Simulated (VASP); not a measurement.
# TePb in VASP: settings compared, part 2 of 2

VASP 6.6.1.

## (5) Single point, PBE

The input, INCAR:

```
PREC = Accurate ; ENCUT = 520
EDIFF = 1E-6 ; ISMEAR = 0
SIGMA = 0.1 ; LREAL = F
LASPH = T ; NELM = 100
ALGO = Normal ; ISIF = 2
LWAVE = F ; LCHARG = F
GGA = PE ; NBANDS = 17
```

The input, KPOINTS:

```
regular mesh
0
Gamma
  4 4 4
```

The input, POSCAR:

```
TePb
1.0
    0.0000000000      3.2708968051      3.2708968051
    3.2708968051      0.0000000000      3.2708968051
    3.2708968051      3.2708968051      0.0000000000
Te Pb
1 1
Direct
    0.1010000000      0.8970000000      0.0870000000
    0.6010000000      1.3970000000      0.5870000000
```

Potentials or basis: VASP PAW PBE potentials, release 64 (Te, Pb_d).

Started as:

```sh
$ cat potpaw_PBE.64/Te/POTCAR potpaw_PBE.64/Pb_d/POTCAR > POTCAR
$ mpirun -np 1 vasp_std > vasp.out
```

OUTCAR:

```text
PREC = Accurate
   ENCUT = 520
   EDIFF = 1E-6
   ISMEAR = 0
   LREAL = F
   LASPH = T
   NELM = 100
   ISIF = 2
   GGA = PE

 ion  position               nearest neighbor table
   1  0.101  0.897  0.087-   2 3.27   2 3.27   2 3.27   2 3.27   2 3.27   2 3.27
   2  0.601  0.397  0.587-   1 3.27   1 3.27   1 3.27   1 3.27   1 3.27   1 3.27

  LATTYP: Found a face centered cubic cell.
 ALAT       =     6.5417936102

  Lattice vectors:

 A1 = (   0.0000000000,   3.2708968051,   3.2708968051)
 A2 = (   3.2708968051,   0.0000000000,   3.2708968051)
 A3 = (   3.2708968051,   3.2708968051,   0.0000000000)

Analysis of symmetry for initial positions (statically):
=====================================================================
 Subroutine PRICEL returns:
 Original cell was already a primitive cell.

 Routine SETGRP: Setting up the symmetry group for a
 face centered cubic supercell.

 Subroutine GETGRP returns: Found 48 space group operations
 (whereof  1 operations were pure point group operations)
 out of a pool of 48 trial point group operations.

The static configuration has the point symmetry C_1 .
 The point group associated with its full space group is O_h .

Analysis of symmetry for dynamics (positions and initial velocities):
=====================================================================
 Subroutine PRICEL returns:
 Original cell was already a primitive cell.

 Routine SETGRP: Setting up the symmetry group for a
 face centered cubic supercell.

 Subroutine GETGRP returns: Found 48 space group operations
 (whereof  1 operations were pure point group operations)
 out of a pool of 48 trial point group operations.

The dynamic configuration has the point symmetry C_1 .
 The point group associated with its full space group is O_h .

 Subroutine INISYM returns: Found 48 space group operations
 (whereof  1 operations are pure point group operations),
 and found     1 'primitive' translations

----------------------------------------------------------------------------------------

                                     Primitive cell

  volume of cell :      69.9891

  direct lattice vectors                    reciprocal lattice vectors
     0.000000000  3.270896805  3.270896805    -0.152863276  0.152863276  0.152863276
     3.270896805  0.000000000  3.270896805     0.152863276 -0.152863276  0.152863276
     3.270896805  3.270896805  0.000000000     0.152863276  0.152863276 -0.152863276

  length of vectors
     4.625746623  4.625746623  4.625746623     0.264766960  0.264766960  0.264766960

  position of ions in fractional coordinates (direct lattice)
     0.101000000  0.897000000  0.087000000
     0.601000000  0.397000000  0.587000000

  ion indices of the primitive-cell ions
   primitive index   ion index
                 1           1
                 2           2

----------------------------------------------------------------------------------------

 KPOINTS: regular mesh

Automatic generation of k-mesh.
 Grid dimensions read from file:
 generate k-points for:    4    4    4

 Generating k-lattice:

  Cartesian coordinates                     Fractional coordinates (reciprocal lattice)
    -0.038215819  0.038215819  0.038215819     0.250000000  0.000000000  0.000000000
     0.038215819 -0.038215819  0.038215819     0.000000000  0.250000000  0.000000000
     0.038215819  0.038215819 -0.038215819     0.000000000  0.000000000  0.250000000

  Length of vectors
     0.066191740  0.066191740  0.066191740

  Shift w.r.t. Gamma in fractional coordinates (k-lattice)
     0.000000000  0.000000000  0.000000000

 Subroutine IBZKPT returns following result:
 ===========================================

 Found      8 irreducible k-points:

 Following reciprocal coordinates:
            Coordinates               Weight
  0.000000  0.000000  0.000000      1.000000
  0.250000  0.000000  0.000000      8.000000
  0.500000  0.000000  0.000000      4.000000
  0.250000  0.250000  0.000000      6.000000
  0.500000  0.250000  0.000000     24.000000
 -0.250000  0.250000  0.000000     12.000000
  0.500000  0.500000  0.000000      3.000000
 -0.250000  0.500000  0.250000      6.000000
   k-points           NKPTS =      8   k-points in BZ     NKDIM =      8   number of bands    NBANDS=     17
   number of dos      NEDOS =    301   number of ions     NIONS =      2
   total plane-waves  NPLWV =  46656
   dimension x,y,z NGX =    36 NGY =   36 NGZ =   36
   dimension x,y,z NGXF=    72 NGYF=   72 NGZF=   72
   ions per type =               1   1
   NGX,Y,Z   is equivalent  to a cutoff of  12.94, 12.94, 12.94 a.u.
   NGXF,Y,Z  is equivalent  to a cutoff of  25.88, 25.88, 25.88 a.u.
 SYSTEM =  unknown system
   PREC   = accura    normal or accurate (medium, high low for compatibility)
   ISTART =      0    job   : 0-new  1-cont  2-samecut
   ICHARG =      2    charge: 1-file 2-atom 10-const
   ISPIN  =      1    spin polarized calculation?
   LNONCOLLINEAR =      F non collinear calculations
   LSORBIT =      F    spin-orbit coupling
   LASPH  =      T    aspherical Exc in radial PAW
   ENCUT  =  520.0 eV  38.22 Ry    6.18 a.u.   8.60  8.60  8.60*2*pi/ulx,y,z
   NELM   =    100;   NELMIN=  2; NELMDL= -5     # of ELM steps
   EDIFF  = 0.1E-05   stopping-criterion for ELM
   LREAL  =      F    real-space projection
   EDIFFG = 0.1E-04   stopping-criterion for IOM
   NSW    =      0    number of steps for IOM
   IBRION =     -1    ionic relax: 0-MD 1-quasi-New 2-CG
   NFREE  =      0    steps in history (QN), initial steepest desc. (CG)
   ISIF   =      2    stress and relaxation
   ISYM   =      2    0-nonsym 1-usesym 2-fastsym
   POTIM  = 0.5000    time-step for ionic-motion
   TEBEG  =    0.0;   TEEND  =   0.0 temperature during run
   PSTRESS=    0.0 pullay stress
   NELECT =      20.0000    total number of electrons
   NUPDOWN=      -1.0000    fix difference up-down
   EMIN   =  10.00;   EMAX   =-10.00  energy-range for DOS
   EFERMI =   0.00;   METHOD = LEGACY
   ISMEAR =     0;   SIGMA  =   0.10  broadening in eV -4-tet -1-fermi 0-gaus
   EFERMI_NEDOS =   21; number of points for ismear=-14 and -15
   IALGO  =     38    algorithm
   IMIX   =      4    mixing-type and parameters
     AMIX     =   0.40;   BMIX     =  1.00
     AMIX_MAG =   1.60;   BMIX_MAG =  1.00
  volume/ion in A,a.u.               =      34.99       236.15
  Fermi-wavevector in a.u.,A,eV,Ry     =   1.078304  2.037700 15.820039  1.162740
  Thomas-Fermi vector in A             =   2.214239
   LORBIT       =      0    0 simple, 1 ext, 2 COOP (PROOUT), +10 PAW based schemes
   GGA     = PE    functional components
   LHFCALC =     F    Hartree Fock is set to
   AEXX    =    0.0000 exact exchange contribution
   IVDW    =     0    specifies the selected vdW correction
   LEPSILON=     F    determine dielectric tensor
   LRPA    =     F    only Hartree local field effects (RPA)
 non-spin polarized calculation
 Gauss-broadening in eV      SIGMA  =   0.10
  energy-cutoff  :      520.00
  volume of cell :       69.99
 maximum number of plane-waves:      1893
 NGX is ok and might be reduce to    36
   NGX = 17   NGY = 17   NGZ = 17

 number of electron      20.0000000 magnetization

 Free energy of the ion-electron system (eV)
  ---------------------------------------------------
  ext. energy  EPLUGINS =         0.00000000
  ---------------------------------------------------
  free energy    TOTEN  =        -7.51420016 eV

  energy without entropy =       -7.51420016  energy(sigma->0) =       -7.51420016

 E-fermi :   5.5529     XC(G=0):  -9.1387

 val. band max:        5.1484187504   @ k =   0.5000   0.0000   0.0000
 cond. band min:       5.9568636842   @ k =   0.5000   0.0000   0.0000
 fundamental gap:      0.8084449338
 Fermi energy:         5.5528691134

 k-point     1 :       0.0000    0.0000    0.0000
  band No.  band energies     occupation
      1     -11.5157      2.00000
      2     -11.5157      2.00000
      3     -11.5090      2.00000
      4     -11.5090      2.00000
      5     -11.5090      2.00000
      6      -6.5649      2.00000
[... 9 lines left out ...]
     16      11.0354      0.00000
     17      12.6278      0.00000
[... 121 lines left out ...]
 k-point     8 :      -0.2500    0.5000    0.2500
  band No.  band energies     occupation
      1     -11.5513      2.00000
      2     -11.5168      2.00000
      3     -11.5024      2.00000
      4     -11.5024      2.00000
      5     -11.4867      2.00000
      6      -4.8652      2.00000
[... 9 lines left out ...]
     16      16.0446      0.00000
     17      16.1088      0.00000

------------------------ aborting loop because EDIFF is reached ----------------------------------------

  FORCE on cell =-STRESS in cart. coord.  units (eV):
  Direction    XX          YY          ZZ          XY          YZ          ZX
  --------------------------------------------------------------------------------------
  -------------------------------------------------------------------------------------
  Total        0.1938962      0.1938962      0.1938962      0.0000000     -0.0000000      0.0000000
  in kB        4.4386344      4.4386344      4.4386344      0.0000000     -0.0000000      0.0000000
  external PRESSURE =       4.4386344 kB  Pullay stress =       0.0000000 kB

 VOLUME and BASIS-vectors are now :
 -----------------------------------------------------------------------------
  energy-cutoff  :      520.00
  volume of cell :       69.99
      direct lattice vectors                 reciprocal lattice vectors
     0.000000000  3.270896805  3.270896805    -0.152863276  0.152863276  0.152863276
     3.270896805  0.000000000  3.270896805     0.152863276 -0.152863276  0.152863276
     3.270896805  3.270896805  0.000000000     0.152863276  0.152863276 -0.152863276

 POSITION                                       TOTAL-FORCE (eV/Angst)
 -----------------------------------------------------------------------------------
      3.21856      0.61493      3.26436         0.000000     -0.000000      0.000000
      3.21856      3.88583      3.26436        -0.000000      0.000000     -0.000000
 -----------------------------------------------------------------------------------
    total drift:                                0.000006      0.000025      0.000006

  FREE ENERGIE OF THE ION-ELECTRON SYSTEM (eV)
  ---------------------------------------------------
  free  energy   TOTEN  =        -7.5142001568 eV

  energy  without entropy=       -7.5142001562  energy(sigma->0) =       -7.51420016
```

OSZICAR:

```text
N       E                     dE             d eps       ncg     rms          rms(c)
DAV:   1     0.144508539973E+03    0.14451E+03   -0.92707E+03   272   0.115E+03
DAV:   2     0.263461161874E+01   -0.14187E+03   -0.13797E+03   284   0.291E+02
DAV:   3    -0.737670208882E+01   -0.10011E+02   -0.99542E+01   355   0.814E+01
DAV:   4    -0.764129046601E+01   -0.26459E+00   -0.26451E+00   334   0.150E+01
DAV:   5    -0.765396356626E+01   -0.12673E-01   -0.12672E-01   422   0.306E+00    0.313E+00
DAV:   6    -0.751620056513E+01    0.13776E+00   -0.31611E-01   396   0.375E+00    0.190E+00
DAV:   7    -0.751221001883E+01    0.39905E-02   -0.88252E-02   349   0.139E+00    0.911E-01
DAV:   8    -0.751438161480E+01   -0.21716E-02   -0.10722E-02   316   0.105E+00    0.178E-01
DAV:   9    -0.751414709597E+01    0.23452E-03   -0.16099E-03   407   0.420E-01    0.751E-02
DAV:  10    -0.751419593350E+01   -0.48838E-04   -0.16757E-04   305   0.960E-02    0.197E-02
DAV:  11    -0.751420048227E+01   -0.45488E-05   -0.46293E-05   399   0.564E-02    0.165E-02
DAV:  12    -0.751420015680E+01    0.32547E-06   -0.32943E-06   313   0.931E-03
   1 F= -.75142002E+01 E0= -.75142002E+01  d E =-.565219E-09
```

stdout:

```text
POSCAR found type information on POSCAR TePb
 POSCAR found :  2 types and       2 ions
 scaLAPACK will be used
 LDA part: xc-table for (Slater+PW92), standard interpolation
 POSCAR, INCAR and KPOINTS ok, starting setup
 FFT: planning ... GRIDC
 FFT: planning ... GRID_SOFT
 FFT: planning ... GRID
 WAVECAR not read
 entering main loop
```

Wall time 35 s (1 thread of Intel Xeon 6975P-C, shared host); peak memory 0.2 GiB.

Results:

```
Free energy            : -7.5142 eV
Pressure               : 0.4 GPa
Band gap on the k mesh : 0.81 eV, direct
```

Levels at points of the mesh, in eV from the valence-band top:
| k point | band 7 | band 8 | band 9 | band 10 | band 11 | band 12 | band 13 | band 14 |
| --- | --- | --- | --- | --- | --- | --- | --- | --- |
| (0.00, 0.00, 0.00) | -5.68 | -1.20 | -1.20 | -1.20 | 4.04 | 4.04 | 4.04 | 5.89 |
| (0.50, 0.00, 0.00) | -8.39 | -0.77 | -0.77 | 0.00 | 0.81 | 1.37 | 1.37 | 8.35 |
| (0.50, 0.50, 0.00) | -7.23 | -4.21 | -2.58 | -2.58 | 3.45 | 5.35 | 5.35 | 6.50 |

Caveat: spin-orbit coupling is left out, which moves the levels of the heavy elements.

## (6) Single point, PBE

The input, INCAR:

```
PREC = Accurate
ENCUT = 520
EDIFF = 1E-7
ISMEAR = 0
SIGMA = 0.1
LREAL = False
LASPH = True
NELM = 60
ALGO = Normal
ISIF = 2
LWAVE = False
LCHARG = False
GGA = PE
NBANDS = 17
```

The input, KPOINTS:

```
Automatic mesh
0
Gamma
  4 4 4
```

The input, POSCAR:

```
TePb
1.0
    0.0000000000      3.2708968051      3.2708968051
    3.2708968051      0.0000000000      3.2708968051
    3.2708968051      3.2708968051      0.0000000000
Te Pb
1 1
Direct
    0.0000000000      0.0000000000      0.0000000000
    0.4923568362      0.5076431638      0.5076431638
```

Potentials or basis: VASP PAW PBE potentials, release 64 (Te, Pb_d).

Started as:

```sh
$ cat potpaw_PBE.64/Te/POTCAR potpaw_PBE.64/Pb_d/POTCAR > POTCAR
$ mpirun -np 1 vasp_std > vasp.out
```

Run time: 49 s. Hardware: 1 thread of Intel Xeon 6975P-C, shared host; peak memory 0.2 GiB.

It converged, with:

```
Free energy            : -7.5147 eV
Pressure               : 0.5 GPa
Largest force          : 0.020 eV/Å
Band gap on the k mesh : 0.82 eV, direct
```

Forces in eV/Å, atoms in the order of the input:
```
Te  -0.020  0.000  0.000
Pb   0.020  0.000  0.000
```

Stress tensor (GPa, compression positive):
```
0.55 0.00 0.00
0.00 0.46 0.00
0.00 0.00 0.46
```

Levels at points of the mesh, in eV from the valence-band top:
| k point | band 7 | band 8 | band 9 | band 10 | band 11 | band 12 | band 13 | band 14 |
| --- | --- | --- | --- | --- | --- | --- | --- | --- |
| (0.00, 0.00, 0.00) | -5.68 | -1.20 | -1.19 | -1.19 | 4.03 | 4.03 | 4.05 | 5.89 |
| (0.50, 0.00, 0.00) | -8.39 | -0.77 | -0.76 | 0.00 | 0.82 | 1.37 | 1.38 | 8.35 |
| (0.50, 0.50, 0.00) | -7.23 | -4.20 | -2.58 | -2.58 | 3.44 | 5.36 | 5.37 | 6.51 |
| (0.00, 0.50, 0.50) | -7.24 | -4.19 | -2.58 | -2.58 | 3.46 | 5.35 | 5.35 | 6.51 |

Caveat: spin-orbit coupling is left out, which moves the levels of the heavy elements. A k mesh can miss the band edges.
